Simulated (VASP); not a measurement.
# Au (I4/mmm) in VASP: a series of runs, part 2 of 2

VASP 6.6.1. The steps go on from the part before.

## (3) Single point, PBEsol (strain -0.015 along x and y, +0.015 along z)

INCAR

```
ALGO = Normal
EDIFF = 1E-6
ENCUT = 520
GGA = PS
ISIF = 2
ISMEAR = 0
LASPH = True
LCHARG = True
LELF = True
LREAL = False
LVHAR = True
LWAVE = False
NBANDS = 12
NELM = 60
PREC = Accurate
SIGMA = 0.15
```

KPOINTS

```
k-points
0
Gamma
  20 20 20
```

POSCAR

```
Au
1.0
   -1.6324099650      1.6324099650      1.6821280350
    1.6324099650     -1.6324099650      1.6821280350
    1.6324099650      1.6324099650     -1.6821280350
Au
1
Direct
    0.0000000000      0.0000000000      0.0000000000
```

Potentials or basis: VASP PAW PBE potentials, release 64 (Au).

Started as:

```sh
> cat potpaw_PBE.64/Au/POTCAR > POTCAR
> mpirun -np 1 vasp_std > vasp.out
```

OUTCAR:

```text
EDIFF = 1E-6
   ENCUT = 520
   GGA = PS
   ISIF = 2
   ISMEAR = 0
   LASPH = True
   LREAL = False
   NELM = 60
   PREC = Accurate

 ion  position               nearest neighbor table
   1  0.000  0.000  0.000-

  LATTYP: Found a body centered tetragonal cell.
 ALAT       =     3.2648199300
 C/A-ratio  =     1.0304568528

  Lattice vectors:

 A1 = (  -1.6324099650,   1.6324099650,   1.6821280350)
 A2 = (   1.6324099650,  -1.6324099650,   1.6821280350)
 A3 = (   1.6324099650,   1.6324099650,  -1.6821280350)

Analysis of symmetry for initial positions (statically):
=====================================================================
 Subroutine PRICEL returns:
 Original cell was already a primitive cell.

 Routine SETGRP: Setting up the symmetry group for a
 body centered tetragonal supercell.

 Subroutine GETGRP returns: Found 16 space group operations
 (whereof 16 operations were pure point group operations)
 out of a pool of 16 trial point group operations.

The static configuration has the point symmetry D_4h.

Analysis of symmetry for dynamics (positions and initial velocities):
[... 162 lines left out ...]
 fundamental gap:      0.0272406408
 Fermi energy:         8.4775674352

 k-point     1 :       0.0000    0.0000    0.0000
  band No.  band energies     occupation
      1      -0.9293      2.00000
      2       3.8110      2.00000
      3       3.8110      2.00000
      4       3.9899      2.00000
      5       5.5544      2.00000
      6       5.7602      2.00000
      7      24.6079      0.00000
      8      25.1035      0.00000
      9      25.1035      0.00000
     10      31.2338      0.00000
     11      32.1767      0.00000
     12      32.1767      0.00000
[... 331 lines left out ...]
 k-point    24 :      -0.3500    0.0500    0.0000
  band No.  band energies     occupation
      1       1.5412      2.00000
      2       3.1836      2.00000
      3       4.5412      2.00000
      4       5.3549      2.00000
      5       5.8259      2.00000
      6       6.1552      2.00000
      7      16.9023      0.00000
      8      22.1117      0.00000
      9      24.1243      0.00000
     10      28.4618      0.00000
     11      29.4239      0.00000
     12      30.9407      0.00000

 [... further k-points ...]
[... 5 lines left out ...]
  --------------------------------------------------------------------------------------
  -------------------------------------------------------------------------------------
  Total       -0.8768704     -0.8768704     -0.8611555      0.0000000     -0.0000000      0.0000000
  in kB      -78.3553136    -78.3553136    -76.9510683      0.0000000     -0.0000000      0.0000000
  external PRESSURE =     -77.8872319 kB  Pullay stress =       0.0000000 kB

 VOLUME and BASIS-vectors are now :
 -----------------------------------------------------------------------------
  energy-cutoff  :      520.00
  volume of cell :       17.93
      direct lattice vectors                 reciprocal lattice vectors
    -1.632409965  1.632409965  1.682128035     0.000000000  0.306295606  0.297242534
     1.632409965 -1.632409965  1.682128035     0.306295606  0.000000000  0.297242534
     1.632409965  1.632409965 -1.682128035     0.306295606  0.306295606  0.000000000

 POSITION                                       TOTAL-FORCE (eV/Angst)
 -----------------------------------------------------------------------------------
      0.00000      0.00000      0.00000         0.000000     -0.000000     -0.000000
 -----------------------------------------------------------------------------------
    total drift:                                0.000000      0.000000     -0.000000

  FREE ENERGIE OF THE ION-ELECTRON SYSTEM (eV)
  ---------------------------------------------------
  free  energy   TOTEN  =        -3.8822343090 eV

  energy  without entropy=       -3.8792622087  energy(sigma->0) =       -3.88074826
```

OSZICAR:

```text
N       E                     dE             d eps       ncg     rms          rms(c)
DAV:   1     0.487308462676E+02    0.48731E+02   -0.55368E+03 15904   0.810E+02
DAV:   2    -0.350358787257E+01   -0.52234E+02   -0.48985E+02 18236   0.184E+02
DAV:   3    -0.422990174558E+01   -0.72631E+00   -0.72568E+00 18256   0.210E+01
DAV:   4    -0.423235415743E+01   -0.24524E-02   -0.24523E-02 17576   0.142E+00
DAV:   5    -0.423237236100E+01   -0.18204E-04   -0.18205E-04 18208   0.116E-01    0.796E+00
DAV:   6    -0.390417196465E+01    0.32820E+00   -0.97492E-01 16556   0.768E+00    0.508E+00
DAV:   7    -0.388507849003E+01    0.19093E-01   -0.58784E-02 17776   0.188E+00    0.270E+00
DAV:   8    -0.388224791511E+01    0.28306E-02   -0.11101E-03 17184   0.300E-01    0.281E-01
DAV:   9    -0.388223085604E+01    0.17059E-04   -0.83454E-06 16880   0.243E-02    0.129E-02
DAV:  10    -0.388223433556E+01   -0.34795E-05   -0.12828E-06 17404   0.980E-03    0.367E-03
DAV:  11    -0.388223430900E+01    0.26557E-07   -0.68610E-08  8652   0.209E-03
   1 F= -.38822343E+01 E0= -.38807483E+01  d E =-.297210E-02
```

stdout:

```text
POSCAR found type information on POSCAR Au
 POSCAR found :  1 types and       1 ions
 scaLAPACK will be used
 -----------------------------------------------------------------------------
|                                                                             |
|                                                                             |
|     You enforced a specific xc type in the INCAR file but a different       |
|     I HOPE YOU KNOW WHAT YOU ARE DOING!                                     |
|                                                                             |
 -----------------------------------------------------------------------------

 LDA part: xc-table for (Slater+PW92), standard interpolation
 POSCAR, INCAR and KPOINTS ok, starting setup
 FFT: planning ... GRIDC
 FFT: planning ... GRID_SOFT
 FFT: planning ... GRID
 WAVECAR not read
 entering main loop
```

Wall time 48 s (1 thread of Intel Xeon Platinum 8375C at 2.90GHz (Ice Lake), shared host); peak memory 0.25 GiB.

Results:

| Quantity | Value |
| --- | --- |
| Free energy | -3.8822 eV |
| Pressure | -7.8 GPa |

Caveat: the cell differs from its parent crystal (strain -0.015 along x and y, +0.015 along z); the PAW data sets were made with another functional, which shifts forces and pressure a little; spin-orbit coupling is left out, which moves the levels of the heavy elements.

## (4) Single point, PBEsol (strain -0.015 along x and y, +0.030 along z)

INCAR

```
SYSTEM = Au
ALGO = Normal
EDIFF = 1E-7
ENCUT = 520
GGA = PS
ISIF = 2
ISMEAR = 0
LASPH = .True.
LCHARG = .True.
LELF = .True.
LREAL = .False.
LVHAR = .True.
LWAVE = .False.
NBANDS = 12
NELM = 100
PREC = Accurate
SIGMA = 0.15
```

KPOINTS

```
k-points
0
Gamma
  20 20 20
  0 0 0
```

POSCAR

```
Au
1.0
   -1.6324099650      1.6324099650      1.7069870700
    1.6324099650     -1.6324099650      1.7069870700
    1.6324099650      1.6324099650     -1.7069870700
Au
1
Direct
    0.0000000000      0.0000000000      0.0000000000
```

Started as:

```sh
> cat potpaw_PBE.64/Au/POTCAR > POTCAR
> mpirun -np 1 vasp_std > vasp.out
```

Wall time 45 s (1 thread of Intel Xeon Platinum 8375C at 2.90GHz (Ice Lake), shared host); peak memory 0.25 GiB.

Results (log left out):

```
Free energy : -3.8683 eV
Pressure    : -9.5 GPa
```

Stress tensor (GPa, compression positive):
```
-9.63  0.00  0.00
 0.00 -9.63  0.00
 0.00  0.00 -9.35
```

Levels at points of the mesh, in eV from the Fermi level:
```csv
k point,band 2,band 3,band 4,band 5,band 6,band 7,band 8,band 9,band 10,band 11
"(0.00, 0.00, 0.00)",-4.62,-4.62,-4.36,-2.95,-2.65,15.97,16.69,16.69,22.23,23.59
"(0.50, 0.00, 0.00)",-5.42,-3.09,-2.59,-1.44,-0.52,3.05,12.49,13.73,21.29,21.52
"(0.50, 0.50, 0.00)",-5.70,-2.71,-2.51,-1.38,-0.27,3.39,11.85,12.75,19.98,20.89
"(0.50, 0.50, 0.50)",-6.28,-1.81,-1.72,-1.72,5.35,6.58,6.58,8.81,14.92,15.72
```

Caveat: the cell differs from its parent crystal (strain -0.015 along x and y, +0.030 along z); the PAW data sets were made with another functional, which shifts forces and pressure a little; spin-orbit coupling is left out, which moves the levels of the heavy elements.

## (5) Single point, PBEsol (strain +0.015 along x and y, -0.030 along z)

INCAR

```
SYSTEM = Au
PREC = Accurate
ENCUT = 520
EDIFF = 1E-7
ISMEAR = 0
SIGMA = 0.15
LREAL = .FALSE.
LASPH = .TRUE.
NELM = 100
ALGO = Fast
ISIF = 2
LWAVE = .FALSE.
LCHARG = .FALSE.
GGA = PS
NBANDS = 12
```

KPOINTS

```
regular mesh
0
G
  20 20 20
  0 0 0
```

POSCAR

```
Au
1.0
   -1.6821280350      1.6821280350      1.6075509300
    1.6821280350     -1.6821280350      1.6075509300
    1.6821280350      1.6821280350     -1.6075509300
Au
1
Direct
    0.0000000000      0.0000000000      0.0000000000
```

Started as:

```sh
> cat potpaw_PBE.64/Au/POTCAR > POTCAR
> mpirun -np 1 vasp_std > vasp.out
```

Run time: 61 s. Hardware: 1 thread of Intel Xeon Platinum 8375C at 2.90GHz (Ice Lake), shared host; peak memory 0.25 GiB.

The run converged. Its results:

```
Free energy : -3.8684 eV
Pressure    : -9.5 GPa
```

Stress tensor (GPa, compression positive):
```
-9.37  0.00  0.00
 0.00 -9.37  0.00
 0.00  0.00 -9.82
```

Levels at points of the mesh, in eV from the Fermi level:
```
           k point  band 3  band 4  band 5  band 6  band 7  band 8  band 9  band 10
(0.00, 0.00, 0.00)   -4.45   -4.45   -2.98   -2.65   16.16   16.16   16.98    22.67
(0.50, 0.00, 0.00)   -2.90   -2.49   -1.42   -0.36    3.27   12.05   13.05    20.39
(0.50, 0.50, 0.00)   -3.17   -2.72   -1.46   -0.62    2.91   12.71   14.07    21.72
(0.50, 0.50, 0.50)   -1.79   -1.79   -1.71    5.73    5.73    7.02    8.81    14.81
```

Caveat: the cell differs from its parent crystal (strain +0.015 along x and y, -0.030 along z); the PAW data sets were made with another functional, which shifts forces and pressure a little; spin-orbit coupling is left out, which moves the levels of the heavy elements.

## (6) Overview

```csv
cell,gap on the mesh (eV),pressure (GPa)
"a = 2.856 Å, angles 109.1, 109.1, 110.3°, 1 atom",none,-7.8
"a = 2.856 Å, angles 110.3, 110.3, 107.8°, 1 atom",none,-7.8
"a = 2.871 Å, angles 110.7, 110.7, 107.0°, 1 atom",none,-9.5
"a = 2.871 Å, angles 108.3, 108.3, 111.9°, 1 atom",none,-9.5
```

Alike in all rows: task single point; level PBEsol; potentials or basis VASP PAW PBE potentials, release 64 (Au); no spin polarisation; k mesh 20 × 20 × 20; cutoff (eV) 520; smearing gaussian 0.15 eV.

Caveats: the PAW data sets were made with another functional, which shifts forces and pressure a little; spin-orbit coupling is left out, which moves the levels of the heavy elements.

Total energies depend on the potentials used, so only differences within one code and one set of settings carry meaning.
